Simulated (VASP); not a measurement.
# BiO5: relaxation of cell and atoms with PBE

Crystal: BiO5.

```
Bi O
1.0
     3.61497    0.00000    0.00000
    -1.80749    3.13066    0.00000
     0.00000    0.00000    7.80554
Bi O
1 5
Direct
  0.00000 0.00000 0.50000
  0.00000 0.00000 0.26439
  0.00000 0.00000 0.73561
  0.50000 0.00000 0.00000
  0.00000 0.50000 0.00000
  0.50000 0.50000 0.00000
```

The cell was built from a structure type or drawn by symmetry, and may not be a known phase.

* Program: VASP 6.6.1
* Task: relaxation of cell and atoms
* Functional: PBE
* Potentials or basis: VASP PAW PBE potentials, release 64 (Bi_d, O)
* Cutoff: 600 eV
* k mesh: 5 × 5 × 2
* Occupations: gaussian, width 0.2 eV
* Spin: no spin polarisation
* Dipole correction: no
* Further INCAR settings: ALGO = Normal; EDIFF = 1e-07; IBRION = 2; EDIFFG = -0.08; NSW = 36; ISIF = 3

The relaxed volume is 16.67 Å³/atom and the relaxed cell is a = 3.619 Å, b = 3.619 Å, c = 8.817 Å, α = 90.00°, β = 90.00°, γ = 120.00°. The space group after relaxing (to 0.1 Å) is P6/mmm (No. 191). The energy gained by relaxing is 92.5 meV/atom. The ionic steps are 14 and the pressure after relaxing is 0.5 GPa. The largest force after relaxing is 0.058 eV/Å and the band gap on the k mesh is zero (an odd number of electrons rules out a gap without spin polarisation).

Forces in eV/Å, atoms in the order of the input:
```
Bi   0.000  0.000  0.000
O    0.000  0.000  0.058
O    0.000  0.000 -0.058
O    0.000  0.000  0.000
O    0.000  0.000  0.000
O    0.000  0.000  0.000
```

Stress tensor (GPa, compression positive):
```
0.66 0.00 0.00
0.00 0.66 0.00
0.00 0.00 0.09
```

The path:
```
step  energy change (eV)  largest force (eV/Å)  pressure (GPa)  volume (Å³)
   1              0.0000                3.1916           10.60        88.34
   2              0.3866                2.4588           -6.55       101.00
   3             -0.4510                0.5941            0.69        92.91
   4             -0.4541                0.4385            1.14        92.61
   5             -0.4545                0.3651            1.35        92.47
   6             -0.4746                0.3376            0.64        94.10
   7             -0.4932                0.2756           -0.68        97.63
   8             -0.5121                0.0521           -0.07        97.77
   9             -0.5251                0.3625            1.05        97.98
  10             -0.5317                0.3088            0.97        98.19
  11             -0.5462                0.1557            0.78        98.82
  12             -0.5531                0.1195            0.53       100.02
  13             -0.5540                0.0497            0.58        99.73
  14             -0.5551                0.0581            0.47       100.02
```

Final structure:
```
Bi O
1.0
     3.61921    0.00000    0.00000
    -1.80960    3.13433    0.00000
     0.00000    0.00000    8.81702
Bi O
1 5
Direct
  0.00000 0.00000 0.50000
  0.00000 0.00000 0.27760
  0.00000 0.00000 0.72240
  0.50000 0.00000 0.00000
  0.00000 0.50000 0.00000
  0.50000 0.50000 0.00000
```

Levels at points of the mesh, in eV from the Fermi level:
| k point | band 20 | band 21 | band 22 | band 23 | band 24 | band 25 | band 26 | band 27 |
| --- | --- | --- | --- | --- | --- | --- | --- | --- |
| (0.00, 0.00, 0.00) | -0.75 | -0.25 | -0.04 | -0.04 | 3.06 | 4.29 | 4.29 | 4.49 |
| (0.00, 0.00, 0.50) | -0.73 | -0.05 | -0.04 | -0.04 | 3.06 | 4.29 | 4.29 | 4.33 |

Run time: 4.8 min on 1 thread of Intel(R) Xeon(R) 6975P-C (Granite Rapids) (shared host), peak memory 0.25 GiB.

Caveat: the k points lie up to 0.40 Å⁻¹ apart in the final cell, too coarse for converged energies and pressures of a metal; spin-orbit coupling is left out, which moves the levels of the heavy elements; an odd number of electrons without spin polarisation forces a metal; a magnetic or distorted state may lie lower; the relaxation stopped at a loose force limit of 0.08 eV/Å, so its end isn't a converged minimum.
